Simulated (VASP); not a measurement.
## SnSe: single point with PBEsol

Crystal: SnSe.

```
Sn Se
1.0
     0.00000    2.97959    2.97959
     2.97959    0.00000    2.97959
     2.97959    2.97959    0.00000
Sn Se
1 1
Direct
  0.00000 0.00000 0.00000
  0.50000 0.50000 0.50000
```

```
Program             : VASP 6.6.1
Task                : single point
Functional          : PBEsol
Potentials or basis : VASP PAW PBE potentials, release 64 (Sn_d, Se)
Cutoff              : 520 eV
k mesh              : 6 × 6 × 6
Occupations         : gaussian, width 0.01 eV
Spin                : no spin polarisation
```

```json
{
 "Pressure": "-0.7 GPa",
 "Band gap on the k mesh": "0.78 eV, direct"
}
```

Levels at points of the mesh, in eV from the valence-band top:
```csv
k point,band 7,band 8,band 9,band 10,band 11,band 12,band 13,band 14
"(0.00, 0.00, 0.00)",-4.90,-2.17,-2.17,-2.17,4.51,4.51,4.51,5.88
"(0.50, 0.00, 0.00)",-8.13,-1.92,-1.92,0.00,0.78,1.30,1.30,8.31
"(0.50, 0.50, 0.00)",-5.94,-5.61,-3.69,-3.69,2.93,5.60,5.60,6.23
```

Run time: 13 s on 1 thread of Intel Xeon 6455B, with other jobs on the host, peak memory 0.18 GiB.

Caveat: the PAW data sets were made with another functional, which shifts forces and pressure a little; spin-orbit coupling is left out, which moves the levels of the heavy elements. A k mesh can miss the band edges.
